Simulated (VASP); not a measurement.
Write the native input for VASP 6.6.1 that does the following.

- Task: single point
- Functional: PBE
- Potentials or basis: VASP PAW PBE potentials, release 64 (Zr_sv, H)
- Cutoff: 520 eV
- k mesh: 6 × 6 × 4
- Occupations: gaussian, width 0.1 eV
- Spin: no spin polarisation
- Dipole correction: no
- Further INCAR settings: ALGO = Normal; EDIFF = 1e-07; NBANDS = 27

The structure of ZrH4 lies in POSCAR:

```
ZrH4
1.0
    3.5381133800      0.0000000000      0.0000000000
    0.0000000000      3.5381133800      0.0000000000
    0.0000000000      0.0000000000      7.1472111500
Zr H
2 8
Direct
    0.0000000000      0.0000000000      0.7978880800
    0.0000000000      0.0000000000      0.2021119200
    0.5000000000      0.5000000000      0.0000000000
    0.5000000000      0.5000000000      0.5000000000
    0.0000000000      0.5000000000      0.0000000000
    0.0000000000      0.5000000000      0.5000000000
    0.5000000000      0.0000000000      0.0000000000
    0.5000000000      0.0000000000      0.5000000000
    0.5000000000      0.5000000000      0.7659339100
    0.5000000000      0.5000000000      0.2340660900
```

These files were run (other wordings do the same):

INCAR

```
SYSTEM = ZrH4
ALGO     = Normal         ! electronic algorithm
EDIFF    = 1E-7           ! SCF threshold, eV
ENCUT    = 520            ! plane-wave cutoff, eV
GGA      = PE             ! functional
ISIF     = 2              ! what is computed and relaxed
ISMEAR   = 0              ! smearing method
LASPH    = .TRUE.         ! aspherical terms in the spheres
LCHARG   = .TRUE.         ! write CHGCAR
LELF     = .TRUE.         ! ELF
LREAL    = .FALSE.        ! projectors in reciprocal space
LVHAR    = .TRUE.       
LWAVE    = .FALSE.        ! write WAVECAR
NBANDS   = 27             ! bands
NELM     = 100            ! most SCF steps
PREC     = Accurate       ! precision mode
SIGMA    = 0.1            ! smearing width, eV
```

KPOINTS

```
k-points
0
G
  6 6 4
  0 0 0
```

Potentials or basis: VASP PAW PBE potentials, release 64 (Zr_sv, H).

The run is started by

```sh
$ cat potpaw_PBE.64/Zr_sv/POTCAR potpaw_PBE.64/H/POTCAR > POTCAR
$ mpirun -np 1 vasp_std > vasp.out
```

It gave:

| Item | Value |
| --- | --- |
| Pressure | -17.7 GPa |
| Largest force | 1.819 eV/Å |
| Band gap on the k mesh | zero (bands 16 and 17 overlap by 0.93 eV) |

Caveat: the stress differs along the axes, from -21 to -10 GPa; forces of over 1 eV/Å act on the atoms, so gaps and moduli don't describe the material at rest.

Wall time 48 s on 1 thread of Intel(R) Xeon(R) Platinum 8488C (Sapphire Rapids) (shared host), peak memory 0.22 GiB.
